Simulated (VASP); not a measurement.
# Si (Imma) in VASP: a series of runs

Si is run at these levels: LDA; tasks: electric field gradients, single point.

All numbers are computed with VASP 6.6.1; they aren't measurements. Logs are shortened: lines on timing, memory, paths and dates and some standing lists are left out, and cuts for length are marked.

## (1) The cell of the first run

The structure is orthorhombic, space group Imma (No. 74). The conventional cell has a = 4.576 Å, b = 4.815 Å, c = 2.592 Å, α = 90.00°, β = 90.00°, γ = 90.00°. Si (site symmetry mm2) has 10 Si at 2.43 to 3.33 Å within 3.4 Å.

## (2) Electric field gradients, LDA (14.28 Å³/atom)

Input file INCAR:

```
ALGO = Normal
EDIFF = 1E-8
ENCUT = 520
ISIF = 2
ISMEAR = -1
LASPH = T
LCHARG = F
LEFG = T
LREAL = F
LWAVE = F
NBANDS = 11
NELM = 100
PREC = Accurate
SIGMA = 0.05
```

Input file KPOINTS:

```
k-points
0
Gamma
  16 16 16
```

Input file POSCAR:

```
Si
1.0
   -2.2879081992      2.4073347711      1.2959053549
    2.2879081992     -2.4073347711      1.2959053549
    2.2879081992      2.4073347711     -1.2959053549
Si
2
Direct
    0.8070000000      0.5570000000      0.2500000000
    0.1930000000      0.4430000000      0.7500000000
```

Potentials or basis: VASP PAW LDA potentials, release 64 (Si).

On the command line:

```sh
$ cat potpaw_LDA.64/Si/POTCAR > POTCAR
$ mpirun -np 1 vasp_std > vasp.out
```

OUTCAR:

```text
EDIFF = 1E-8
   ENCUT = 520
   ISIF = 2
   ISMEAR = -1
   LASPH = T
   LREAL = F
   NELM = 100
   PREC = Accurate

 ion  position               nearest neighbor table
   1  0.807  0.557  0.250-   2 2.43   2 2.43   2 2.50   2 2.50   2 2.79   2 2.79
   2  0.193  0.443  0.750-   1 2.43   1 2.43   1 2.50   1 2.50   1 2.79   1 2.79

  LATTYP: Found a body centered orthorhombic cell.
 ALAT       =     2.5918107098
 B/A-ratio  =     1.7654901961
 C/A-ratio  =     1.8576470589

  Lattice vectors:

 A1 = (   2.2879081992,  -2.4073347711,   1.2959053549)
 A2 = (  -2.2879081992,  -2.4073347711,  -1.2959053549)
 A3 = (   2.2879081992,   2.4073347711,  -1.2959053549)

Analysis of symmetry for initial positions (statically):
=====================================================================
 Subroutine PRICEL returns:
 Original cell was already a primitive cell.

 Routine SETGRP: Setting up the symmetry group for a
 body centered orthorhombic supercell.

 Subroutine GETGRP returns: Found  8 space group operations
 (whereof  4 operations were pure point group operations)
 out of a pool of  8 trial point group operations.

The static configuration has the point symmetry C_2h.
 The point group associated with its full space group is D_2h.

Analysis of symmetry for dynamics (positions and initial velocities):
=====================================================================
 Subroutine PRICEL returns:
 Original cell was already a primitive cell.

 Routine SETGRP: Setting up the symmetry group for a
 body centered orthorhombic supercell.

 Subroutine GETGRP returns: Found  8 space group operations
 (whereof  4 operations were pure point group operations)
 out of a pool of  8 trial point group operations.

The dynamic configuration has the point symmetry C_2h.
 The point group associated with its full space group is D_2h.

 Subroutine INISYM returns: Found  8 space group operations
 (whereof  4 operations are pure point group operations),
 and found     1 'primitive' translations

----------------------------------------------------------------------------------------

                                     Primitive cell

  volume of cell :      28.5501

  direct lattice vectors                    reciprocal lattice vectors
    -2.287908199  2.407334771  1.295905355     0.000000000  0.207698574  0.385830646
     2.287908199 -2.407334771  1.295905355     0.218540237  0.000000000  0.385830646
     2.287908199  2.407334771 -1.295905355     0.218540237  0.207698574  0.000000000

  length of vectors
     3.564990227  3.564990227  3.564990227     0.438182593  0.443424314  0.301493836

  position of ions in fractional coordinates (direct lattice)
     0.807000000  0.557000000  0.250000000
     0.193000000  0.443000000  0.750000000

  ion indices of the primitive-cell ions
   primitive index   ion index
                 1           1
                 2           2

----------------------------------------------------------------------------------------

 KPOINTS: k-points

Automatic generation of k-mesh.
 Grid dimensions read from file:
 generate k-points for:   16   16   16

 Generating k-lattice:

  Cartesian coordinates                     Fractional coordinates (reciprocal lattice)
     0.000000000  0.012981161  0.024114415     0.062500000 -0.000000000  0.000000000
     0.013658765  0.000000000  0.024114415     0.000000000  0.062500000  0.000000000
     0.013658765  0.012981161  0.000000000     0.000000000 -0.000000000  0.062500000

  Length of vectors
     0.027386412  0.027714020  0.018843365

  Shift w.r.t. Gamma in fractional coordinates (k-lattice)
     0.000000000  0.000000000  0.000000000

 Subroutine IBZKPT returns following result:
 ===========================================

 Found    621 irreducible k-points:

 Following reciprocal coordinates:
            Coordinates               Weight
  0.000000  0.000000  0.000000      1.000000
  0.062500  0.000000 -0.000000      4.000000
  0.125000  0.000000 -0.000000      4.000000
  0.187500  0.000000 -0.000000      4.000000
  0.250000  0.000000 -0.000000      4.000000
  0.312500  0.000000 -0.000000      4.000000
[... 16 lines left out ...]
 -0.187500  0.062500  0.000000      8.000000
 -0.125000  0.062500  0.000000      8.000000
 [... further k-points ...]
   k-points           NKPTS =    621   k-points in BZ     NKDIM =    621   number of bands    NBANDS=     11
   number of dos      NEDOS =    301   number of ions     NIONS =      2
   total plane-waves  NPLWV =  21952
   dimension x,y,z NGX =    28 NGY =   28 NGZ =   28
   dimension x,y,z NGXF=    56 NGYF=   56 NGZF=   56
   ions per type =               2
   NGX,Y,Z   is equivalent  to a cutoff of  13.06, 13.06, 13.06 a.u.
   NGXF,Y,Z  is equivalent  to a cutoff of  26.11, 26.11, 26.11 a.u.
 SYSTEM =  unknown system
   PREC   = accura    normal or accurate (medium, high low for compatibility)
   ISTART =      0    job   : 0-new  1-cont  2-samecut
   ICHARG =      2    charge: 1-file 2-atom 10-const
   ISPIN  =      1    spin polarized calculation?
   LNONCOLLINEAR =      F non collinear calculations
   LSORBIT =      F    spin-orbit coupling
   LASPH  =      T    aspherical Exc in radial PAW
   ENCUT  =  520.0 eV  38.22 Ry    6.18 a.u.   6.63  6.63  6.63*2*pi/ulx,y,z
   NELM   =    100;   NELMIN=  2; NELMDL= -5     # of ELM steps
   EDIFF  = 0.1E-07   stopping-criterion for ELM
   LREAL  =      F    real-space projection
   EDIFFG = 0.1E-06   stopping-criterion for IOM
   NSW    =      0    number of steps for IOM
   IBRION =     -1    ionic relax: 0-MD 1-quasi-New 2-CG
   NFREE  =      0    steps in history (QN), initial steepest desc. (CG)
   ISIF   =      2    stress and relaxation
   ISYM   =      2    0-nonsym 1-usesym 2-fastsym
   POTIM  = 0.5000    time-step for ionic-motion
   TEBEG  =    0.0;   TEEND  =   0.0 temperature during run
   PSTRESS=    0.0 pullay stress
   NELECT =       8.0000    total number of electrons
   NUPDOWN=      -1.0000    fix difference up-down
   EMIN   =  10.00;   EMAX   =-10.00  energy-range for DOS
   EFERMI =   0.00;   METHOD = LEGACY
   ISMEAR =    -1;   SIGMA  =   0.05  broadening in eV -4-tet -1-fermi 0-gaus
   EFERMI_NEDOS =   21; number of points for ismear=-14 and -15
   IALGO  =     38    algorithm
   IMIX   =      4    mixing-type and parameters
     AMIX     =   0.40;   BMIX     =  1.00
     AMIX_MAG =   1.60;   BMIX_MAG =  1.00
  volume/ion in A,a.u.               =      14.28        96.33
  Fermi-wavevector in a.u.,A,eV,Ry     =   1.071278  2.024421 15.614533  1.147636
  Thomas-Fermi vector in A             =   2.207013
   LORBIT       =      0    0 simple, 1 ext, 2 COOP (PROOUT), +10 PAW based schemes
   GGA     = CA    functional components
   LHFCALC =     F    Hartree Fock is set to
   AEXX    =    0.0000 exact exchange contribution
   IVDW    =     0    specifies the selected vdW correction
   LEPSILON=     F    determine dielectric tensor
   LRPA    =     F    only Hartree local field effects (RPA)
 non-spin polarized calculation
  energy-cutoff  :      520.00
  volume of cell :       28.55
 maximum number of plane-waves:       781
   NGX = 13   NGY = 13   NGZ = 13

 number of electron       8.0000000 magnetization

 Free energy of the ion-electron system (eV)
  ---------------------------------------------------
  ext. energy  EPLUGINS =         0.00000000
  ---------------------------------------------------
  free energy    TOTEN  =       -11.47973865 eV

  energy without entropy =      -11.47360758  energy(sigma->0) =      -11.47667311

 E-fermi :   9.9834     XC(G=0): -11.2554

 val. band max:        9.9827529008   @ k =   0.0625   0.1250  -0.0000
 cond. band min:       9.9958194627   @ k =   0.0000   0.3750   0.0000
 fundamental gap:      0.0130665618
 Fermi energy:         9.9833601325

 k-point     1 :       0.0000    0.0000    0.0000
  band No.  band energies     occupation
      1      -4.3103      2.00000
      2       7.1588      2.00000
      3       7.6203      2.00000
      4       8.1292      2.00000
      5      11.3416      0.00000
      6      17.6892      0.00000
      7      18.6708      0.00000
      8      19.5309      0.00000
      9      19.9713      0.00000
     10      20.0922      0.00000
     11      21.7550      0.00000
[... 309 lines left out ...]
 k-point    24 :      -0.1250    0.0625    0.0000
  band No.  band energies     occupation
      1      -4.1033      2.00000
      2       6.0023      2.00000
      3       7.3503      2.00000
      4       9.3808      1.99999
      5      12.2283      0.00000
      6      15.8130      0.00000
      7      17.7865      0.00000
      8      18.9269      0.00000
      9      19.4692      0.00000
     10      20.7201      0.00000
     11      22.1403      0.00000

 [... further k-points ...]
[... 5 lines left out ...]
  --------------------------------------------------------------------------------------
  -------------------------------------------------------------------------------------
  Total        0.5652536      0.8009982      0.6239543      0.0000000      0.0000000      0.0000000
  in kB       31.7209030     44.9504185     35.0150680      0.0000000      0.0000000      0.0000000
  external PRESSURE =      37.2287965 kB  Pullay stress =       0.0000000 kB

 VOLUME and BASIS-vectors are now :
 -----------------------------------------------------------------------------
  energy-cutoff  :      520.00
  volume of cell :       28.55
      direct lattice vectors                 reciprocal lattice vectors
    -2.287908199  2.407334771  1.295905355     0.000000000  0.207698574  0.385830646
     2.287908199 -2.407334771  1.295905355     0.218540237  0.000000000  0.385830646
     2.287908199  2.407334771 -1.295905355     0.218540237  0.207698574  0.000000000

 POSITION                                       TOTAL-FORCE (eV/Angst)
 -----------------------------------------------------------------------------------
      0.00000      1.20367      1.44364         0.000000      0.000000      0.054531
      2.28791      1.20367     -0.14773        -0.000000     -0.000000     -0.054531
 -----------------------------------------------------------------------------------
    total drift:                                0.000000     -0.000000     -0.000000

  FREE ENERGIE OF THE ION-ELECTRON SYSTEM (eV)
  ---------------------------------------------------
  free  energy   TOTEN  =       -11.4797386453 eV

  energy  without entropy=      -11.4736075761  energy(sigma->0) =      -11.47667311

 Electric field gradients (V/A^2)
---------------------------------------------------------------------
 ion       V_xx      V_yy      V_zz      V_xy      V_xz      V_yz
---------------------------------------------------------------------
   1       9.351   -25.308    15.957    -0.000    -0.000    -0.000
   2       9.351   -25.308    15.957    -0.000    -0.000    -0.000
---------------------------------------------------------------------

 Electric field gradients after diagonalization (V/A^2)
 (convention: |V_zz| > |V_xx| > |V_yy|)
----------------------------------------------------------------------
 ion       V_xx      V_yy      V_zz     asymmetry (V_yy - V_xx)/ V_zz
----------------------------------------------------------------------
   1      15.957     9.351   -25.308       0.261
   2      15.957     9.351   -25.308       0.261
----------------------------------------------------------------------

           NMR quadrupolar parameters

 Cq : quadrupolar parameter    Cq=e*Q*V_zz/h
 eta: asymmetry parameters     (V_yy - V_xx)/ V_zz
 Q  : nuclear electric quadrupole moment in mb (millibarn)
----------------------------------------------------------------------
 ion       Cq(MHz)       eta       Q (mb)
----------------------------------------------------------------------
   1      -0.061       0.261       1.000
   2      -0.061       0.261       1.000
----------------------------------------------------------------------
```

It took 4.9 min on 1 thread of AMD EPYC 7R13, shared host; peak memory 0.23 GiB.

What came out:

```yaml
Free_energy: -11.4797 eV
Pressure: 3.7 GPa
Largest_force: 0.055 eV/Å
Band_gap_on_the_k_mesh: zero (bands 4 and 5 overlap by 7.06 eV)
Largest_electric_field_gradient_by_atom: Si -25.3 V/Å²
```

Forces in eV/Å, atoms in the order of the input:
```
Si   0.000  0.000  0.055
Si   0.000  0.000 -0.055
```

Electric field gradients, principal values (V/Å²):
```csv
atom,least,middle,greatest (by size)
1 Si,9.351,15.957,-25.308
2 Si,9.351,15.957,-25.308
```

Caveat: the cell stands under pressure; without QUAD_EFG the Cq values of the log hold for a quadrupole moment of 1 mb, not for the nuclei.

(Part 1 of 2 ends here.)
